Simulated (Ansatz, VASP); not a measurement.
## Two plane-wave programs on K4Mg3CrF12

File INCAR:

```
PREC = Accurate ; ENCUT = 520
EDIFF = 1E-6 ; ISMEAR = 0
SIGMA = 0.05 ; LREAL = Auto
LASPH = T ; NELM = 150
ALGO = Normal ; ISIF = 2
LWAVE = F ; LCHARG = F
ISPIN = 2 ; MAGMOM = 0 0 0 0 3.41 0 0 0 0.02 0 0.02 0 0 0 0 0 0.02 0.02 0 0
LORBIT = 11 ; LMAXMIX = 4
LDAU = T ; LDAUTYPE = 2
LDAUL = -1 2 -1 -1 ; LDAUU = 0 5 0 0
LDAUJ = 0 0 0 0 ; LDAUPRINT = 1
GGA = PS ; NBANDS = 89
```

File KPOINTS:

```
Automatic mesh
0
Gamma
  3 3 2
```

File POSCAR:

```
K4Mg3CrF12
1.0
    3.9897000000      3.9897000000      0.0000000000
   -3.9897000000      3.9897000000      0.0000000000
    0.0000000000      0.0000000000      7.9794000000
K Cr Mg F
4 1 3 12
Direct
    0.4988893021      0.0018648367      0.2530472335
    0.4990317197      0.0018403923      0.7476045562
    0.9993365411      0.5018595041      0.2530659132
    0.9993861172      0.5018211857      0.7477502976
    0.9991242115      0.0017635972      0.0003920118
    0.9992725225      0.0017388769      0.5003588094
    0.4991846536      0.5017944657      0.0003277598
    0.4992490130      0.5017438776      0.5003676735
    0.2608058201      0.7371975277      0.0003385813
    0.2500324681      0.7506377736      0.5003758250
    0.7362311195      0.2649776085      0.9999831553
    0.7483457884      0.2525413213      0.5003875933
    0.2476927088      0.2488637949      0.0001618060
    0.2502598112      0.2524699961      0.5006375130
    0.7503402882      0.7543971436      0.0007470957
    0.7482637200      0.7507050845      0.5000890354
    0.9997230182      0.0016759065      0.2603785094
    0.9989594495      0.0009547548      0.7403703148
    0.4988244059      0.5011593605      0.2510063677
    0.4991264340      0.5019425099      0.7496213002
```

Input for Ansatz:

```yaml
crystal:
  lattice:
    - [3.9897, 3.9897, 0.0]
    - [-3.9897, 3.9897, 0.0]
    - [0.0, 0.0, 7.9794]
  atoms:
    - { symbol: K, position: [0.4988893021, 0.0018648367, 0.2530472335] }
    - { symbol: K, position: [0.4990317197, 0.0018403923, 0.7476045562] }
    - { symbol: K, position: [0.9993365411, 0.5018595041, 0.2530659132] }
    - { symbol: K, position: [0.9993861172, 0.5018211857, 0.7477502976] }
    - { symbol: Cr, position: [0.9991242115, 0.0017635972, 0.0003920118], spin: 4.0 }
    - { symbol: Mg, position: [0.9992725225, 0.0017388769, 0.5003588094] }
    - { symbol: Mg, position: [0.4991846536, 0.5017944657, 0.0003277598] }
    - { symbol: Mg, position: [0.499249013, 0.5017438776, 0.5003676735] }
    - { symbol: F, position: [0.2608058201, 0.7371975277, 0.0003385813] }
    - { symbol: F, position: [0.2500324681, 0.7506377736, 0.500375825] }
    - { symbol: F, position: [0.7362311195, 0.2649776085, 0.9999831553] }
    - { symbol: F, position: [0.7483457884, 0.2525413213, 0.5003875933] }
    - { symbol: F, position: [0.2476927088, 0.2488637949, 0.000161806] }
    - { symbol: F, position: [0.2502598112, 0.2524699961, 0.500637513] }
    - { symbol: F, position: [0.7503402882, 0.7543971436, 0.0007470957] }
    - { symbol: F, position: [0.74826372, 0.7507050845, 0.5000890354] }
    - { symbol: F, position: [0.9997230182, 0.0016759065, 0.2603785094] }
    - { symbol: F, position: [0.9989594495, 0.0009547548, 0.7403703148] }
    - { symbol: F, position: [0.4988244059, 0.5011593605, 0.2510063677] }
    - { symbol: F, position: [0.499126434, 0.5019425099, 0.7496213002] }
basis:
  ecutwfc: 420
  ecutrho_ratio: 4
kpoints:
  mp_grid: { grid: [3, 3, 2] }
hamiltonian:
  xc: pbesol
  hubbard:
    sites:
      - { site: 4, l: d, u_eff: 5.0, starting_ns: [{ spin: up, occupation_matrix: s4up }, { spin: down, occupation_matrix: s4down }] }
    occupation_matrices:
      s4up:
        matrix:
          - [0.02, 0.0, 0.0, 0.0, 0.0]
          - [0.0, 0.97, 0.0, 0.0, 0.0]
          - [0.0, 0.0, 0.97, 0.0, 0.0]
          - [0.0, 0.0, 0.0, 0.97, 0.0]
          - [0.0, 0.0, 0.0, 0.0, 0.97]
      s4down:
        matrix:
          - [0.02, 0.0, 0.0, 0.0, 0.0]
          - [0.0, 0.02, 0.0, 0.0, 0.0]
          - [0.0, 0.0, 0.02, 0.0, 0.0]
          - [0.0, 0.0, 0.0, 0.02, 0.0]
          - [0.0, 0.0, 0.0, 0.0, 0.02]
    ns_hold: until_converged
scf:
  occupations: { method: gaussian, width: 0.05 }
  lower_state_search: "off"
  max_iter: 150
output:
  forces: true
  stress: true
  eigenvalues: true
  populations: true
  hubbard: { sites: [{ site: 4, l: d }] }
magnetization:
  spin_polarized: true
```

Alike in both runs: task single point; functional PBEsol; k mesh 3 × 3 × 2; occupations gaussian, width 0.05 eV; collinear spin; Hubbard terms Cr d U = 5.0 eV.

|  | VASP | Ansatz |
| --- | --- | --- |
| version | VASP 6.6.1 | Ansatz 0.2.0 |
| potentials or method | VASP PAW PBE potentials, release 64 (K_sv, Cr_pv, Mg, F), cutoff 520 eV | scalar-relativistic, plane waves, PAW |
| valence electrons in the cell | 138 | 164 |

```csv
,VASP,Ansatz,Ansatz less VASP
gap on the k mesh at the Fermi level (eV),3.27,3.32,+0.046
least direct gap on the mesh (eV),3.31,3.35,+0.035
pressure (GPa),2.9,3.1,+0.22
"traceless stress, the component that is largest in VASP (GPa)",-1.30,-1.76,-0.464
rms of the force components (eV/Å),0.077,0.036,-0.0413
net moment per atom (μB),0.20,0.20,0.000
size of the moment on the site where the two differ most (μB),3.78,3.10,-0.681
```

VASP's potentials were made for PBE, not for PBEsol. Site moments also hang on the region over which each program counts them. The programs project onto different local orbitals, so the same U acts differently, and such runs can settle in different states. Atom by atom the forces differ by 0.049 eV/Å (rms over components). VASP's potentials hold 138 valence electrons a cell and Ansatz's 164, so a difference there can come from the potentials and not from the codes. Ansatz's warnings: specified occupation not kept.
